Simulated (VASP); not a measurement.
# Zn4Se3 in VASP: relaxation of the atoms with PBE

Aim: the relaxation of the atoms of Zn4Se3 with PBE.

Program: VASP 6.6.1. These are calculated values, not measurements. Logs are shortened: lines on timing, memory, paths and dates and some standing lists are left out, and cuts for length are marked.

### 1 The cell of the first run

The cell holds a slab with vacuum, 7 atoms: a = 4.053 Å, b = 4.053 Å, c = 23.598 Å, α = 90.00°, β = 90.00°, γ = 90.00°.

### 2 Relaxation of the atoms, PBE

INCAR

```
SYSTEM = Zn4Se3
PREC = Accurate
ENCUT = 520
EDIFF = 1E-7
ISMEAR = 0
SIGMA = 0.05
LREAL = .False.
LASPH = .True.
NELM = 100
ALGO = Normal
ISIF = 2
LWAVE = .False.
LCHARG = .False.
LDIPOL = .True.
IDIPOL = 3
DIPOL = 0.5 0.5 0.500
GGA = PE
IBRION = 2
NSW = 80
EDIFFG = -0.02
```

KPOINTS

```
Automatic mesh
0
Gamma
  7 7 1
  0 0 0
```

POSCAR

```
Zn4Se3
1.0
    4.0530231363      0.0000000000      0.0000000000
    0.0000000000      4.0530231363      0.0000000000
    0.0000000000      0.0000000000     23.5977604321
Zn Se
4 3
Direct
    0.5000000000      0.5000000000      0.3178267710
    0.0000000000      0.0000000000      0.4392755903
    0.5000000000      0.5000000000      0.5607244097
    0.0000000000      0.0000000000      0.6821732290
    0.5000000000      0.0000000000      0.3785511806
    0.0000000000      0.5000000000      0.5000000000
    0.5000000000      0.0000000000      0.6214488194
```

Potentials or basis: VASP PAW PBE potentials, release 64 (Zn, Se).

Command:

```console
cat potpaw_PBE.64/Zn/POTCAR potpaw_PBE.64/Se/POTCAR > POTCAR
mpirun -np 1 vasp_std > vasp.out
```

OUTCAR:

```text
SYSTEM = Zn4Se3
   PREC = Accurate
   ENCUT = 520
   EDIFF = 1E-7
   ISMEAR = 0
   LREAL = .False.
   LASPH = .True.
   NELM = 100
   ISIF = 2
   GGA = PE
   IBRION = 2
   NSW = 80
   EDIFFG = -0.02

 ion  position               nearest neighbor table
   1  0.500  0.500  0.318-   5 2.48   5 2.48
   2  0.000  0.000  0.439-   5 2.48   6 2.48   6 2.48   5 2.48
   3  0.500  0.500  0.561-   6 2.48   7 2.48   7 2.48   6 2.48
   4  0.000  0.000  0.682-   7 2.48   7 2.48
   5  0.500  0.000  0.379-   1 2.48   1 2.48   2 2.48   2 2.48
   6  0.000  0.500  0.500-   2 2.48   3 2.48   2 2.48   3 2.48
   7  0.500  0.000  0.621-   4 2.48   4 2.48   3 2.48   3 2.48

  LATTYP: Found a simple tetragonal cell.
 ALAT       =     4.0530231363
 C/A-ratio  =     5.8222614672

  Lattice vectors:

 A1 = (   4.0530231363,   0.0000000000,   0.0000000000)
 A2 = (   0.0000000000,   4.0530231363,   0.0000000000)
 A3 = (   0.0000000000,   0.0000000000,  23.5977604321)

Analysis of symmetry for initial positions (statically):
=====================================================================
 Subroutine PRICEL returns:
 Original cell was already a primitive cell.

 Routine SETGRP: Setting up the symmetry group for a
 simple tetragonal supercell.

 Subroutine GETGRP returns: Found  8 space group operations
 (whereof  4 operations were pure point group operations)
 out of a pool of 16 trial point group operations.

The static configuration has the point symmetry C_2v.
 The point group associated with its full space group is D_2d.

Analysis of symmetry for dynamics (positions and initial velocities):
=====================================================================
 Subroutine PRICEL returns:
 Original cell was already a primitive cell.

 Routine SETGRP: Setting up the symmetry group for a
 simple tetragonal supercell.

 Subroutine GETGRP returns: Found  8 space group operations
 (whereof  4 operations were pure point group operations)
 out of a pool of 16 trial point group operations.

The dynamic configuration has the point symmetry C_2v.
 The point group associated with its full space group is D_2d.

 Subroutine INISYM returns: Found  8 space group operations
 (whereof  4 operations are pure point group operations),
 and found     1 'primitive' translations

----------------------------------------------------------------------------------------

                                     Primitive cell

  volume of cell :     387.6403

  direct lattice vectors                    reciprocal lattice vectors
     4.053023136  0.000000000  0.000000000     0.246729408  0.000000000  0.000000000
     0.000000000  4.053023136  0.000000000     0.000000000  0.246729408  0.000000000
     0.000000000  0.000000000 23.597760432     0.000000000  0.000000000  0.042376903

  length of vectors
     4.053023136  4.053023136 23.597760432     0.246729408  0.246729408  0.042376903

  position of ions in fractional coordinates (direct lattice)
     0.500000000  0.500000000  0.317826771
     0.000000000  0.000000000  0.439275590
     0.500000000  0.500000000  0.560724410
     0.000000000  0.000000000  0.682173229
     0.500000000  0.000000000  0.378551181
     0.000000000  0.500000000  0.500000000
     0.500000000  0.000000000  0.621448819

  ion indices of the primitive-cell ions
   primitive index   ion index
                 1           1
                 2           2
                 3           3
                 4           4
                 5           5
                 6           6
                 7           7
[... 24 lines left out ...]

 Found     10 irreducible k-points:

 Following reciprocal coordinates:
            Coordinates               Weight
  0.000000  0.000000  0.000000      1.000000
  0.142857  0.000000  0.000000      4.000000
  0.285714  0.000000  0.000000      4.000000
  0.428571  0.000000  0.000000      4.000000
  0.142857  0.142857  0.000000      4.000000
  0.285714  0.142857  0.000000      8.000000
  0.428571  0.142857  0.000000      8.000000
  0.285714  0.285714  0.000000      4.000000
  0.428571  0.285714  0.000000      8.000000
  0.428571  0.428571  0.000000      4.000000
   k-points           NKPTS =     10   k-points in BZ     NKDIM =     10   number of bands    NBANDS=     39
   number of dos      NEDOS =    301   number of ions     NIONS =      7
   total plane-waves  NPLWV = 162000
   dimension x,y,z NGX =    30 NGY =   30 NGZ =  180
   dimension x,y,z NGXF=    60 NGYF=   60 NGZF=  360
   ions per type =               4   3
   NGX,Y,Z   is equivalent  to a cutoff of  12.31, 12.31, 12.68 a.u.
   NGXF,Y,Z  is equivalent  to a cutoff of  24.61, 24.61, 25.36 a.u.
 SYSTEM =  Zn4Se3
   PREC   = accura    normal or accurate (medium, high low for compatibility)
   ISTART =      0    job   : 0-new  1-cont  2-samecut
   ICHARG =      2    charge: 1-file 2-atom 10-const
   ISPIN  =      1    spin polarized calculation?
   LNONCOLLINEAR =      F non collinear calculations
   LSORBIT =      F    spin-orbit coupling
   LASPH  =      T    aspherical Exc in radial PAW
   ENCUT  =  520.0 eV  38.22 Ry    6.18 a.u.   7.54  7.54 43.88*2*pi/ulx,y,z
   NELM   =    100;   NELMIN=  2; NELMDL= -5     # of ELM steps
   EDIFF  = 0.1E-06   stopping-criterion for ELM
   LREAL  =      F    real-space projection
   EDIFFG = -.2E-01   stopping-criterion for IOM
   NSW    =     80    number of steps for IOM
   IBRION =      2    ionic relax: 0-MD 1-quasi-New 2-CG
   NFREE  =      1    steps in history (QN), initial steepest desc. (CG)
   ISIF   =      2    stress and relaxation
   ISYM   =      2    0-nonsym 1-usesym 2-fastsym
   POTIM  = 0.5000    time-step for ionic-motion
   TEBEG  =    0.0;   TEEND  =   0.0 temperature during run
   PSTRESS=    0.0 pullay stress
   NELECT =      66.0000    total number of electrons
   NUPDOWN=      -1.0000    fix difference up-down
   EMIN   =  10.00;   EMAX   =-10.00  energy-range for DOS
   EFERMI =   0.00;   METHOD = LEGACY
   ISMEAR =     0;   SIGMA  =   0.05  broadening in eV -4-tet -1-fermi 0-gaus
   EFERMI_NEDOS =   21; number of points for ismear=-14 and -15
   IALGO  =     38    algorithm
   IMIX   =      4    mixing-type and parameters
     AMIX     =   0.40;   BMIX     =  1.00
     AMIX_MAG =   1.60;   BMIX_MAG =  1.00
  volume/ion in A,a.u.               =      55.38       373.70
  Fermi-wavevector in a.u.,A,eV,Ry     =   0.907360  1.714663 11.201716  0.823303
  Thomas-Fermi vector in A             =   2.031158
   LORBIT       =      0    0 simple, 1 ext, 2 COOP (PROOUT), +10 PAW based schemes
   GGA     = PE    functional components
   LHFCALC =     F    Hartree Fock is set to
   AEXX    =    0.0000 exact exchange contribution
   IVDW    =     0    specifies the selected vdW correction
   LEPSILON=     F    determine dielectric tensor
   LRPA    =     F    only Hartree local field effects (RPA)
 conjugate gradient relaxation of ions
 non-spin polarized calculation
 Gauss-broadening in eV      SIGMA  =   0.05
  energy-cutoff  :      520.00
  volume of cell :      387.64
 maximum number of plane-waves:     10497
 NGX is ok and might be reduce to    30
   NGX = 15   NGY = 15   NGZ = 87

--------------------------------------- Ionic step        1  -------------------------------------------

 number of electron      66.0000049 magnetization

 Free energy of the ion-electron system (eV)
  ---------------------------------------------------
  ext. energy  EPLUGINS =         0.00000000
  ---------------------------------------------------
  free energy    TOTEN  =       -16.07358442 eV

  energy without entropy =      -16.06646550  energy(sigma->0) =      -16.07002496

------------------------ aborting loop because EDIFF is reached ----------------------------------------

  FORCE on cell =-STRESS in cart. coord.  units (eV):
  Direction    XX          YY          ZZ          XY          YZ          ZX
  --------------------------------------------------------------------------------------
  -------------------------------------------------------------------------------------
  Total        0.9742682      0.9742682      1.5797912      0.0000000      0.0000000      0.0000000
  in kB        4.0268010      4.0268010      6.5295211      0.0000000      0.0000000      0.0000000
  external PRESSURE =       4.8610410 kB  Pullay stress =       0.0000000 kB
[... 274 lines left out ...]
--------------------------------------- Ionic step        8  -------------------------------------------

 number of electron      66.0000057 magnetization

 dipolmoment           0.000000      0.000000      0.000000 electrons x Angstroem

------------------------ aborting loop because EDIFF is reached ----------------------------------------

  FORCE on cell =-STRESS in cart. coord.  units (eV):
  Direction    XX          YY          ZZ          XY          YZ          ZX
  --------------------------------------------------------------------------------------
  -------------------------------------------------------------------------------------
  Total        0.0786188      0.0786188      0.2059630      0.0000000      0.0000000      0.0000000
  in kB        0.3249436      0.3249436      0.8512768      0.0000000      0.0000000      0.0000000
  external PRESSURE =       0.5003880 kB  Pullay stress =       0.0000000 kB
[... 28 lines left out ...]
--------------------------------------- Ionic step        9  -------------------------------------------

 number of electron      66.0000050 magnetization

 dipolmoment           0.000000      0.000000     -0.000000 electrons x Angstroem

 Free energy of the ion-electron system (eV)
  ---------------------------------------------------
  ext. energy  EPLUGINS =         0.00000000
  ---------------------------------------------------
  free energy    TOTEN  =       -16.09664161 eV

  energy without entropy =      -16.08989385  energy(sigma->0) =      -16.09326773

 E-fermi :  -1.3853     XC(G=0):  -4.7075

 val. band max:       -1.4714002793   @ k =   0.2857   0.0000   0.0000
 cond. band min:      -1.3605103988   @ k =   0.2857   0.1429   0.0000
 fundamental gap:      0.1108898805
 Fermi energy:        -1.3853166884

 k-point     1 :       0.0000    0.0000    0.0000
  band No.  band energies     occupation
      1     -15.4911      2.00000
      2     -15.1887      2.00000
      3     -14.8403      2.00000
      4      -9.0425      2.00000
      5      -9.0038      2.00000
      6      -9.0038      2.00000
[... 409 lines left out ...]
     38       1.5336      0.00000
     39       1.5740      0.00000

------------------------ aborting loop because EDIFF is reached ----------------------------------------

 vacuum level on the upper side and lower side of the slab       (xc-potential included)        -0.174        -0.174

  FORCE on cell =-STRESS in cart. coord.  units (eV):
  Direction    XX          YY          ZZ          XY          YZ          ZX
  --------------------------------------------------------------------------------------
  -------------------------------------------------------------------------------------
  Total       -0.0141949     -0.0141949      0.0028221      0.0000000      0.0000000      0.0000000
  in kB       -0.0586697     -0.0586697      0.0116644      0.0000000      0.0000000      0.0000000
  external PRESSURE =      -0.0352250 kB  Pullay stress =       0.0000000 kB
[... 22 lines left out ...]
  FREE ENERGIE OF THE ION-ELECTRON SYSTEM (eV)
  ---------------------------------------------------
  free  energy   TOTEN  =       -16.0966416111 eV

  energy  without entropy=      -16.0898938459  energy(sigma->0) =      -16.09326773

 reached required accuracy - stopping structural energy minimisation

 vacuum level on the upper side and lower side of the slab         2.726         2.726
```

It took 10 min on 1 thread of AMD EPYC 9R45 (Zen 5), shared host; peak memory 0.46 GiB.

Results:

* Free energy: -16.0966 eV
* Energy gained by relaxing: 3.3 meV/atom
* Ionic steps: 9
* Largest force after relaxing: 0.003 eV/Å
* Band gap on the k mesh: zero (bands 33 and 34 overlap by 0.63 eV)

Forces in eV/Å, atoms in the order of the input:
```
Zn   0.000  0.000  0.002
Zn   0.000  0.000  0.002
Zn   0.000  0.000 -0.002
Zn   0.000  0.000 -0.002
Se   0.000  0.000 -0.003
Se   0.000  0.000  0.000
Se   0.000  0.000  0.003
```

The path:
```
step  energy change (eV)  largest force (eV/Å)  pressure (GPa)
   1              0.0000                0.2217            0.49
   2             -0.0055                0.1806            0.44
   3             -0.0126                0.0984            0.31
   4             -0.0148                0.0730            0.28
   5             -0.0190                0.1052            0.16
   6             -0.0171                0.1814           -0.06
   7             -0.0199                0.1335            0.08
   8             -0.0217                0.0876            0.05
   9             -0.0231                0.0035            0.00
```

Final structure:
```
CELL_PARAMETERS angstrom
4.05302 0.00000 0.00000
0.00000 4.05302 0.00000
0.00000 0.00000 23.59776
ATOMIC_POSITIONS crystal
Zn 0.50000 0.50000 0.31313
Zn 0.00000 0.00000 0.43871
Zn 0.50000 0.50000 0.56129
Zn 0.00000 0.00000 0.68687
Se 0.50000 0.00000 0.37610
Se 0.00000 0.50000 0.50000
Se 0.50000 0.00000 0.62390
```

The gap in the log of VASP goes by the Fermi energy; the results here count the filled bands.